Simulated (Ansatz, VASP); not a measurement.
**Two plane-wave programs on C**

```xyz
4
Lattice="2.4559 0.0000 0.0000 -1.2279 2.1269 0.0000 0.0000 0.0000 7.0498" Properties=species:S:1:pos:R:3 pbc="T T T"
C     0.0000    0.0000    0.0176
C     0.0000    0.0000    3.5425
C     0.0000    1.4179    0.0176
C     1.2279    0.7090    3.5425
```

Alike in both runs: functional r2SCAN; k mesh 18 × 18 × 6; occupations gaussian, width 0.1 eV; no spin polarisation.

Ansatz relaxed the structure, and its values are those at the end. VASP's run is a single point on that final structure, the one shown.

|  | VASP | Ansatz |
| --- | --- | --- |
| version | VASP 6.6.1 | Ansatz 0.2.0 |
| potentials or method | VASP PAW PBE potentials, release 64 (C), cutoff 520 eV | scalar-relativistic, plane waves, PAW |
| valence electrons in the cell | 16 | 16 |

Ansatz gave:

- gap on the k mesh at the Fermi level (eV): none
- pressure (GPa): 0.0

**Question.** Which values does VASP return?

**Answer.** gap on the k mesh at the Fermi level (eV): none; pressure (GPa): 0.6.

VASP's potentials were made for PBE, not for r2SCAN. A gap of «none» marks a metal or a gap that the smearing closes. The functional is the same, so the differences come from potentials, cutoffs and numerics.
